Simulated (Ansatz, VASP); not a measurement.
**CuI: VASP beside Ansatz**

File INCAR:

```
SYSTEM = CuI
PREC     = Accurate       ! precision mode
ENCUT    = 520            ! plane-wave cutoff, eV
EDIFF    = 1E-6           ! SCF threshold, eV
ISMEAR   = -1             ! smearing method
SIGMA    = 0.05           ! smearing width, eV
LREAL    = .False.        ! projectors in reciprocal space
LASPH    = .True.         ! aspherical terms in the spheres
NELM     = 60             ! most SCF steps
ALGO     = Normal         ! electronic algorithm
ISIF     = 2              ! what is computed and relaxed
LWAVE    = .False.        ! write WAVECAR
LCHARG   = .False.        ! write CHGCAR
GGA      = PS             ! functional
NBANDS   = 16             ! bands
```

File KPOINTS:

```
regular mesh
0
Gamma
  6 6 6
  0 0 0
```

File POSCAR:

```
CuI
1.0
    0.0000000000      3.0315000000      3.0315000000
    3.0315000000      0.0000000000      3.0315000000
    3.0315000000      3.0315000000      0.0000000000
I Cu
1 1
Direct
    0.0000000000      0.0000000000      0.0000000000
    0.7500000000      0.7500000000      0.7500000000
```

Contents of input.yaml:

```yaml
crystal:
  lattice:
    - [0.0, 3.0315, 3.0315]
    - [3.0315, 0.0, 3.0315]
    - [3.0315, 3.0315, 0.0]
  atoms:
    - { symbol: I, position: [0.0, 0.0, 0.0] }
    - { symbol: Cu, position: [0.75, 0.75, 0.75] }
kpoints:
  mp_grid: { grid: [6, 6, 6] }
  band_path:
    path:
      - [0.0, 0.0, 0.0]
      - [0.5, 0.0, 0.5]
      - [0.5, 0.25, 0.75]
      - [0.375, 0.375, 0.75]
      - [0.0, 0.0, 0.0]
      - [0.5, 0.5, 0.5]
      - [0.625, 0.25, 0.625]
      - [0.5, 0.25, 0.75]
    npoints: 12
scf:
  occupations: { method: fermi_dirac, width: 0.05 }
hamiltonian:
  xc: pbesol
  pseudopotentials: { kind: all_electron, lapw: { basis_error: 0.001 } }
output:
  forces: true
  stress: true
  eigenvalues: true
```

Alike in both runs: functional PBEsol; k mesh 6 × 6 × 6; occupations fermi-dirac, width 0.05 eV; no spin polarisation.

|  | VASP | Ansatz |
| --- | --- | --- |
| version | VASP 6.6.1 | Ansatz 0.2.0 |
| potentials or method | VASP PAW PBE potentials, release 64 (I, Cu), cutoff 520 eV | all-electron LAPW, scalar-relativistic |
| task | single point | band structure |

```tsv
	VASP	Ansatz	Ansatz less VASP
gap on the k mesh at the Fermi level (eV)	1.03	1.01	-0.021
least direct gap on the mesh (eV)	1.03	1.01	-0.021
pressure (GPa)	-2.2	-2.6	-0.41
```

VASP's potentials were made for PBE, not for PBEsol. Ansatz ran all-electron here, and VASP with PAW potentials.

Neither program's run includes spin-orbit coupling.
